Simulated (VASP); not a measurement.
A run of VASP 6.6.1:

INCAR

```
SYSTEM = Fe
ALGO = Normal
EDIFF = 1E-7
ENCUT = 520
GGA = PE
ISIF = 2
ISMEAR = 0
ISPIN = 2
LASPH = .TRUE.
LCHARG = .TRUE.
LELF = .TRUE.
LMAXMIX = 4
LORBIT = 11
LREAL = .FALSE.
LVHAR = .TRUE.
LWAVE = .FALSE.
MAGMOM = 2.65
NBANDS = 14
NELM = 150
PREC = Accurate
SIGMA = 0.1
```

Contents of KPOINTS:

```
k-points
0
G
  20 20 20
  0 0 0
```

The input POSCAR:

```
Fe
1.0
   -1.4159448709      1.4159448709      1.4159448709
    1.4159448709     -1.4159448709      1.4159448709
    1.4159448709      1.4159448709     -1.4159448709
Fe
1
Direct
    0.0000000000      0.0000000000      0.0000000000
```

Potentials or basis: VASP PAW PBE potentials, release 64 (Fe).

The run is started by

```bash
$ cat potpaw_PBE.64/Fe/POTCAR > POTCAR
$ mpirun -np 1 vasp_std > vasp.out
```

Hardware: 1 thread of Intel(R) Xeon(R) 6975P-C (Granite Rapids) (shared host).

Estimate the wall time of this run.

It took 31 s on 1 thread of Intel(R) Xeon(R) 6975P-C (Granite Rapids), on a shared host, peak memory 0.17 GiB. Counts: scf iterations 15, k points 256.
